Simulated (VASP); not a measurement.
# KBr (Fm-3m) in VASP: further runs, part 2 of 2

VASP 6.6.1.

**3. Relaxation of cell and atoms, PBE-based screened hybrid with 25 % exact exchange**

This run uses another cell than the first one, of 35.94 Å³/atom.

The input, POSCAR:

```
KBr
1.0
    0.0000000000      3.3000000000      3.3000000000
    3.3000000000      0.0000000000      3.3000000000
    3.3000000000      3.3000000000      0.0000000000
Br K
1 1
Direct
    0.5000000000      0.5000000000      0.5000000000
    0.0000000000      0.0000000000      0.0000000000
```

The input, INCAR.step1:

```
PREC     = Accurate       # precision mode
ENCUT    = 600            # plane-wave cutoff, eV
EDIFF    = 1E-5           # SCF threshold, eV
ISMEAR   = -1             # smearing method
SIGMA    = 0.05           # smearing width, eV
LREAL    = False          # projectors in reciprocal space
LASPH    = True           # aspherical terms in the spheres
NELM     = 80             # most SCF steps
ALGO     = Normal         # electronic algorithm
LWAVE    = True           # write WAVECAR
LCHARG   = False          # write CHGCAR
GGA      = PE             # functional
NBANDS   = 15             # bands
```

The input, INCAR.step2:

```
PREC     = Accurate       # precision mode
ENCUT    = 600            # plane-wave cutoff, eV
EDIFF    = 1E-6           # SCF threshold, eV
ISMEAR   = -1             # smearing method
SIGMA    = 0.05           # smearing width, eV
LREAL    = False          # projectors in reciprocal space
LASPH    = True           # aspherical terms in the spheres
NELM     = 80             # most SCF steps
ALGO     = Normal         # electronic algorithm
ISIF     = 3              # what is computed and relaxed
LWAVE    = False          # write WAVECAR
LCHARG   = False          # write CHGCAR
GGA      = PE             # functional
LHFCALC  = True           # exact exchange
AEXX     = 0.25           # exact-exchange fraction
HFSCREEN = 0.3            # screening, 1/A
PRECFOCK = Normal       
IBRION   = 2              # ionic algorithm
NSW      = 60             # ionic steps
EDIFFG   = -0.01          # ionic threshold
ISTART   = 1
```

The input, KPOINTS:

```
regular mesh
0
Gamma
  4 4 4
```

Potentials or basis: VASP PAW PBE potentials, release 64 (Br, K_sv).

Launch:

```
$ cat potpaw_PBE.64/Br/POTCAR potpaw_PBE.64/K_sv/POTCAR > POTCAR
$ cp INCAR.step1 INCAR
$ mpirun -np 1 vasp_std > vasp.out
$ cp INCAR.step2 INCAR
$ mpirun -np 1 vasp_std > vasp.out
```

OUTCAR:

```text
PREC = Accurate
   ENCUT = 600
   EDIFF = 1E-6
   ISMEAR = -1
   LREAL = False
   LASPH = True
   NELM = 80
   ISIF = 3
   GGA = PE
   LHFCALC = True
   AEXX = 0.25
   HFSCREEN = 0.3
   PRECFOCK = Normal
   IBRION = 2
   NSW = 60
   EDIFFG = -0.01
   ISTART = 1

 ion  position               nearest neighbor table
   1  0.500  0.500  0.500-   2 3.30   2 3.30   2 3.30   2 3.30   2 3.30   2 3.30
   2  0.000  0.000  0.000-   1 3.30   1 3.30   1 3.30   1 3.30   1 3.30   1 3.30

  LATTYP: Found a face centered cubic cell.
 ALAT       =     6.6000000000

  Lattice vectors:

 A1 = (   0.0000000000,   3.3000000000,   3.3000000000)
 A2 = (   3.3000000000,   0.0000000000,   3.3000000000)
 A3 = (   3.3000000000,   3.3000000000,   0.0000000000)

Analysis of symmetry for initial positions (statically):
=====================================================================
 Subroutine PRICEL returns:
 Original cell was already a primitive cell.

 Routine SETGRP: Setting up the symmetry group for a
 face centered cubic supercell.

 Subroutine GETGRP returns: Found 48 space group operations
 (whereof 48 operations were pure point group operations)
 out of a pool of 48 trial point group operations.

The static configuration has the point symmetry O_h .

Analysis of symmetry for dynamics (positions and initial velocities):
=====================================================================
 Subroutine PRICEL returns:
 Original cell was already a primitive cell.

 Routine SETGRP: Setting up the symmetry group for a
 face centered cubic supercell.

 Subroutine GETGRP returns: Found 48 space group operations
 (whereof 48 operations were pure point group operations)
 out of a pool of 48 trial point group operations.

The dynamic configuration has the point symmetry O_h .

 Subroutine INISYM returns: Found 48 space group operations
 (whereof 48 operations are pure point group operations),
[... 98 lines left out ...]
     AMIX     =   0.40;   BMIX     =  1.00
     AMIX_MAG =   1.60;   BMIX_MAG =  1.00
  volume/ion in A,a.u.               =      35.94       242.51
  Fermi-wavevector in a.u.,A,eV,Ry     =   0.992181  1.874950 13.393889  0.984423
  Thomas-Fermi vector in A             =   2.123975
   LORBIT       =      0    0 simple, 1 ext, 2 COOP (PROOUT), +10 PAW based schemes
   GGA     = PE    functional components
   LHFCALC =     T    Hartree Fock is set to
   PRECFOCK=normal    Normal, Fast or Accurate (Low or Medium for compatibility)
   ENCUT4O =  -1.0   cutoff for four orbital integrals eV
   NKREDX  =     1    reduce k-point grid by
   NKREDY  =     1    reduce k-point grid by
   NKREDZ  =     1    reduce k-point grid by
   AEXX    =    0.2500 exact exchange contribution
   HFSCREEN=    0.3000 screening length (either q_TF or 0.3 A-1)
   HFSCREENC=   0.3000 screening length for correlation (either q_TF or 0.3 A-1)
   ENCUTFOCK=  -1.0 apply spherical cutoff to Coloumb kernel
   IVDW    =     0    specifies the selected vdW correction
   LEPSILON=     F    determine dielectric tensor
   LRPA    =     F    only Hartree local field effects (RPA)
 conjugate gradient relaxation of ions
 non-spin polarized calculation
  energy-cutoff  :      600.00
  volume of cell :       71.87
 maximum number of plane-waves:      2421
 NGX is ok and might be reduce to    40
  NGX = 28; NGY = 28; NGZ = 28

--------------------------------------- Ionic step        1  -------------------------------------------

 number of electron      16.0000000 magnetization

 Free energy of the ion-electron system (eV)
  ---------------------------------------------------
  ext. energy  EPLUGINS =         0.00000000
  ---------------------------------------------------
  free energy    TOTEN  =        -7.00278124 eV

  energy without entropy =       -7.00278124  energy(sigma->0) =       -7.00278124

------------------------ aborting loop because EDIFF is reached ----------------------------------------

  FORCE on cell =-STRESS in cart. coord.  units (eV):
  Direction    XX          YY          ZZ          XY          YZ          ZX
  --------------------------------------------------------------------------------------
  -------------------------------------------------------------------------------------
  Total        0.2283803      0.2283803      0.2283803      0.0000000      0.0000000     -0.0000000
  in kB        5.0909327      5.0909327      5.0909327      0.0000000      0.0000000     -0.0000000
  external PRESSURE =       5.0909327 kB  Pullay stress =       0.0000000 kB
[... 95 lines left out ...]
--------------------------------------- Ionic step        4  -------------------------------------------

 number of electron      15.9999999 magnetization

 Free energy of the ion-electron system (eV)
  ---------------------------------------------------
  ext. energy  EPLUGINS =         0.00000000
  ---------------------------------------------------
  free energy    TOTEN  =        -7.00640691 eV

  energy without entropy =       -7.00640691  energy(sigma->0) =       -7.00640691

 E-fermi :  -1.4110     XC(G=0):  -6.2132

 val. band max:       -2.5943323133   @ k =   0.0000   0.0000   0.0000
 cond. band min:       2.6846409766   @ k =   0.0000   0.0000   0.0000
 fundamental gap:      5.2789732899
 Fermi energy:        -1.4109823004

 k-point     1 :       0.0000    0.0000    0.0000
  band No.  band energies     occupation
      1     -32.5788      2.00000
      2     -15.8280      2.00000
      3     -14.7186      2.00000
      4     -14.7186      2.00000
      5     -14.7186      2.00000
      6      -2.5943      2.00000
      7      -2.5943      2.00000
      8      -2.5943      2.00000
      9       2.6846      0.00000
     10       6.0989      0.00000
     11       6.0989      0.00000
     12       6.0989      0.00000
[... 132 lines left out ...]
  FREE ENERGIE OF THE ION-ELECTRON SYSTEM (eV)
  ---------------------------------------------------
  free  energy   TOTEN  =        -7.0064069099 eV

  energy  without entropy=       -7.0064069099  energy(sigma->0) =       -7.00640691

 reached required accuracy - stopping structural energy minimisation
```

OUTCAR.step1:

```text
PREC = Accurate
   ENCUT = 600
   EDIFF = 1E-5
   ISMEAR = -1
   LREAL = False
[... 346 lines left out ...]
      3.30000      3.30000      3.30000        -0.000000      0.000000      0.000000
      0.00000      0.00000      0.00000         0.000000     -0.000000     -0.000000
 -----------------------------------------------------------------------------------
    total drift:                                0.000000     -0.000000     -0.000000

  FREE ENERGIE OF THE ION-ELECTRON SYSTEM (eV)
  ---------------------------------------------------
  free  energy   TOTEN  =        -6.2147440366 eV

  energy  without entropy=       -6.2147440366  energy(sigma->0) =       -6.21474404
```

It took 27 min on 1 thread of Intel Xeon Platinum 8375C at 2.90GHz (Ice Lake), shared host; peak memory 0.38 GiB.

Results:

- Free energy: -7.0064 eV
- Relaxed volume: 37.13 Å³/atom
- Relaxed cell: a = 4.718 Å, b = 4.718 Å, c = 4.718 Å, α = 60.00°, β = 60.00°, γ = 60.00°
- Space group after relaxing (to 0.1 Å): Fm-3m (No. 225)
- Energy gained by relaxing: 1.8 meV/atom
- Ionic steps: 4
- Pressure after relaxing: 0.0 GPa
- Band gap on the k mesh: 5.28 eV

Step by step:
| step | energy change (eV) | largest force (eV/Å) | pressure (GPa) | volume (Å³) |
| --- | --- | --- | --- | --- |
| 1 | 0.0000 | 0.0000 | 0.51 | 71.87 |
| 2 | -0.0028 | 0.0000 | 0.24 | 73.07 |
| 3 | -0.0036 | 0.0000 | -0.05 | 74.51 |
| 4 | -0.0036 | 0.0000 | 0.00 | 74.26 |

Final structure:
```cif
data_structure
_symmetry_space_group_name_H-M 'P 1'
_symmetry_Int_Tables_number 1
_cell_length_a 4.7181
_cell_length_b 4.7181
_cell_length_c 4.7181
_cell_angle_alpha 60.000
_cell_angle_beta 60.000
_cell_angle_gamma 60.000
_cell_volume 74.26
loop_
_atom_site_label
_atom_site_type_symbol
_atom_site_fract_x
_atom_site_fract_y
_atom_site_fract_z
_atom_site_occupancy
Br1 Br 0.50000 0.50000 0.50000 1
K1 K 0.00000 0.00000 0.00000 1
```

Levels at points of the mesh, in eV from the valence-band top:
| k point | band 4 | band 5 | band 6 | band 7 | band 8 | band 9 | band 10 | band 11 | band 12 |
| --- | --- | --- | --- | --- | --- | --- | --- | --- | --- |
| (0.00, 0.00, 0.00) | -12.12 | -12.12 | 0.00 | 0.00 | 0.00 | 5.28 | 8.69 | 8.69 | 8.69 |
| (0.50, 0.00, 0.00) | -12.13 | -11.88 | -1.14 | -0.31 | -0.31 | 7.44 | 9.19 | 11.01 | 11.01 |
| (0.50, 0.50, 0.00) | -12.16 | -12.16 | -0.81 | -0.29 | -0.29 | 6.86 | 8.11 | 10.34 | 10.64 |

Caveat: the PAW data sets were made with another functional, which shifts forces and pressure a little. Zero-point motion and thermal expansion aren't in these numbers.
